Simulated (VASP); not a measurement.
# TaSi2: single point with PBEsol

The system is TaSi2.

```
Ta Si
1.0
     4.78000    0.00000    0.00000
    -2.39000    4.13960    0.00000
     0.00000    0.00000    6.56400
Ta Si
3 6
Cartesian
  -1.1953 2.0655 1.0887
  1.1460 2.0753 5.4488
  2.4447 -0.0195 3.2837
  1.2473 0.7291 1.1032
  -1.1655 3.4665 5.4943
  2.3731 2.7114 3.2671
  1.1634 3.4278 1.1369
  3.6338 0.6673 5.4573
  -0.0144 1.3605 3.2564
```

This cell differs from its parent crystal: atoms moved at random.

| Property | Result |
| --- | --- |
| Program | VASP 6.6.1 |
| Task | single point |
| Functional | PBEsol |
| Potentials or basis | VASP PAW PBE potentials, release 64 (Ta_pv, Si) |
| Cutoff | 520 eV |
| k mesh | 7 × 7 × 4 |
| Occupations | fermi-dirac, width 0.05 eV |
| Spin | no spin polarisation |
| Dipole correction | no |
| Further INCAR settings | ALGO = Normal; EDIFF = 1e-07; NBANDS = 38 |

* Pressure: -0.3 GPa
* Largest force: 1.372 eV/Å
* Band gap on the k mesh: zero (an odd number of electrons rules out a gap without spin polarisation)

Forces on the atoms (eV/Å):
```
Ta   0.202 -0.005 -0.111
Ta   0.943 -0.013  0.360
Ta  -1.180  0.013  0.246
Si  -0.980 -0.671 -0.056
Si  -1.000  0.327 -0.277
Si   0.339  0.989  0.215
Si   1.079  0.366 -0.764
Si   0.376 -0.217  0.267
Si   0.222 -0.789  0.119
```

Stress tensor (GPa, compression positive):
```
-0.91 -0.14 -0.26
-0.14 -1.55  0.21
-0.26  0.21  1.69
```

Levels at points of the mesh, in eV from the Fermi level:
```csv
k point,band 27,band 28,band 29,band 30,band 31,band 32
"(0.00, 0.00, 0.00)",-2.22,-2.13,-1.83,0.50,3.05,3.11
"(0.00, 0.00, 0.50)",-1.99,-1.57,0.99,1.03,2.75,2.88
```

It took 14 min on 1 thread of Intel Xeon 8259CL, on a shared host, peak memory 0.5 GiB.

Caveat: the cell differs from its parent crystal (atoms moved at random); the PAW data sets were made with another functional, which shifts forces and pressure a little; spin-orbit coupling is left out, which moves the levels of the heavy elements.
